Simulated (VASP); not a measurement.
Set up this calculation in VASP 6.6.1, as the native input.

| Quantity | Value |
| --- | --- |
| Task | relaxation of cell and atoms |
| Functional | PBE |
| Potentials or basis | VASP PAW PBE potentials, release 64 (Hf_pv) |
| Cutoff | 600 eV |
| k mesh | 8 × 8 × 8 |
| Occupations | gaussian, width 0.1 eV |
| Spin | no spin polarisation |
| Dipole correction | no |
| Further INCAR settings | ALGO = Normal; EDIFF = 1e-07; IBRION = 2; EDIFFG = -0.01; NSW = 100; ISIF = 3 |

The structure of Hf lies in POSCAR:

```
Hf
1.0
    5.6515752618      0.0000000000      0.0000000000
    0.0000000000      5.6515752618      0.0000000000
    0.0000000000      0.0000000000      5.6515752618
Hf
8
Direct
    0.5000000000      0.5000000000      0.5000000000
    0.0000000000      0.0000000000      0.0000000000
    0.2500000000      0.0000000000      0.5000000000
    0.5000000000      0.2500000000      0.0000000000
    0.5000000000      0.7500000000      0.0000000000
    0.7500000000      0.0000000000      0.5000000000
    0.0000000000      0.5000000000      0.7500000000
    0.0000000000      0.5000000000      0.2500000000
```

The input as run:

INCAR

```
SYSTEM = Hf
PREC = Accurate
ENCUT = 600
EDIFF = 1E-7
ISMEAR = 0
SIGMA = 0.1
LREAL = .FALSE.
LASPH = .TRUE.
NELM = 100
ALGO = Normal
ISIF = 3
LWAVE = .FALSE.
LCHARG = .FALSE.
GGA = PE
IBRION = 2
NSW = 100
EDIFFG = -0.01
```

KPOINTS

```
Automatic mesh
0
G
  8 8 8
  0 0 0
```

Potentials or basis: VASP PAW PBE potentials, release 64 (Hf_pv).

Launch:

```bash
$ cat potpaw_PBE.64/Hf_pv/POTCAR > POTCAR
$ mpirun -np 1 vasp_std > vasp.out
```

Results of the run:

```
Relaxed volume                         : 22.41 Å³/atom
Relaxed cell                           : a = 5.639 Å, b = 5.639 Å, c = 5.639 Å, α = 90.00°, β = 90.00°, γ = 90.00°
Space group after relaxing (to 0.05 Å) : Pm-3n (No. 223)
Energy gained by relaxing              : 0.3 meV/atom
Ionic steps                            : 3
Pressure after relaxing                : 0.0 GPa
Band gap on the k mesh                 : zero (band 40 reaches 4.50 eV, above the bottom of band 41 at 3.98 eV)
```

Caveat: spin-orbit coupling is left out, which moves the levels of the heavy elements.

Wall time 8.3 min on 1 thread of AMD EPYC 9R45 96-Core Processor (Zen 5), with other jobs on the host, peak memory 0.47 GiB.
